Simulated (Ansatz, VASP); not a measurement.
# Two plane-wave programs on NaBe6Hg

INCAR

```
SYSTEM = NaBe6Hg
ALGO = Normal
EDIFF = 1E-6
EDIFFG = -0.01
ENCUT = 600
GGA = PE
IBRION = 2
ISIF = 3
ISMEAR = 0
LASPH = .True.
LCHARG = .False.
LREAL = .False.
LWAVE = .False.
NELM = 100
NSW = 100
PREC = Accurate
SIGMA = 0.1
```

Contents of KPOINTS:

```
k-points
0
Gamma
  10 10 10
  0 0 0
```

File POSCAR:

```
NaBe6Hg
1.0
    0.0000000000      3.6133531291      3.6133531291
    3.6133531291      0.0000000000      3.6133531291
    3.6133531291      3.6133531291      0.0000000000
Na Be Hg
1 6 1
Direct
    0.0000000000      0.0000000000      0.0000000000
    0.5000000000      0.0000000000      0.0000000000
    0.0000000000      0.5000000000      0.5000000000
    0.0000000000      0.5000000000      0.0000000000
    0.5000000000      0.0000000000      0.5000000000
    0.0000000000      0.0000000000      0.5000000000
    0.5000000000      0.5000000000      0.0000000000
    0.5000000000      0.5000000000      0.5000000000
```

Input for Ansatz:

```yaml
crystal:
  lattice:
    - [0.0, 3.6133531291, 3.6133531291]
    - [3.6133531291, 0.0, 3.6133531291]
    - [3.6133531291, 3.6133531291, 0.0]
  atoms:
    - { symbol: Na, position: [0.0, 0.0, 0.0] }
    - { symbol: Be, position: [0.5, 0.0, 0.0] }
    - { symbol: Be, position: [0.0, 0.5, 0.5] }
    - { symbol: Be, position: [0.0, 0.5, 0.0] }
    - { symbol: Be, position: [0.5, 0.0, 0.5] }
    - { symbol: Be, position: [0.0, 0.0, 0.5] }
    - { symbol: Be, position: [0.5, 0.5, 0.0] }
    - { symbol: Hg, position: [0.5, 0.5, 0.5] }
basis:
  ecutwfc: 420
kpoints:
  mp_grid: { grid: [10, 10, 10] }
hamiltonian:
  xc: pbe
scf:
  occupations: { method: gaussian, width: 0.1 }
output:
  forces: true
  stress: true
  eigenvalues: true
  write_density: true
  write_potential: true
  elf: true
  volumetric_format: npy
relax:
  adjacent_minimum: "off"
  f_tol: 0.01
  max_steps: 80
  cell: { stress_tol: 0.05 }
```

Alike in both runs: task relaxation of cell and atoms; functional PBE; k mesh 10 × 10 × 10; occupations gaussian, width 0.1 eV; no spin polarisation.

|  | VASP | Ansatz |
| --- | --- | --- |
| version | VASP 6.6.1 | Ansatz 0.2.0 |
| potentials or method | VASP PAW PBE potentials, release 64 (Na_pv, Be, Hg), cutoff 600 eV | scalar-relativistic, plane waves, PAW |
| valence electrons in the cell | 31 | 41 |

|  | VASP | Ansatz | Ansatz less VASP |
| --- | --- | --- | --- |
| gap on the k mesh at the Fermi level, each at its own relaxed structure (eV) | none | none | - |
| relaxed volume (Å³/atom) | 11.84 | 11.81 | -0.028 |
| relaxed cell length with the largest relative difference (Å) | 5.117 | 5.113 | -0.0041 |

A gap of «none» marks a metal or a gap that the smearing closes. VASP's potentials hold 31 valence electrons a cell and Ansatz's 41, so a difference there can come from the potentials and not from the codes.

Spin-orbit coupling is off throughout. Noted on VASP's run: too few bands were computed for a metal, which touches its energy and stress.
